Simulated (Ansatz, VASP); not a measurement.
# Two plane-wave programs on Pt

```
Pt
1.0
     0.00000    1.95830    1.95830
     1.95830    0.00000    1.95830
     1.95830    1.95830    0.00000
Pt
1
Direct
  0.00000 0.00000 0.00000
```

Alike in both runs: functional PBEsol; k mesh 9 × 9 × 9; occupations fermi-dirac, width 0.05 eV; no spin polarisation.

Ansatz relaxed the structure, and its values are those at the end. VASP's run is a single point on that final structure, the one shown.

|  | VASP | Ansatz |
| --- | --- | --- |
| version | VASP 6.6.1 | Ansatz 0.2.0 |
| potentials or method | VASP PAW PBE potentials, release 64 (Pt) | plane waves, PAW |
| plane-wave cutoff (eV) | 500 | 420 |
| valence electrons in the cell | 10 | 18 |

|  | VASP | Ansatz | Ansatz less VASP |
| --- | --- | --- | --- |
| pressure (GPa) | -0.4 | 0.0 | +0.40 |

VASP's potentials were made for PBE, not for PBEsol. VASP's potentials hold 10 valence electrons a cell and Ansatz's 18, so a difference there can come from the potentials and not from the codes.

Spin-orbit coupling is off throughout.
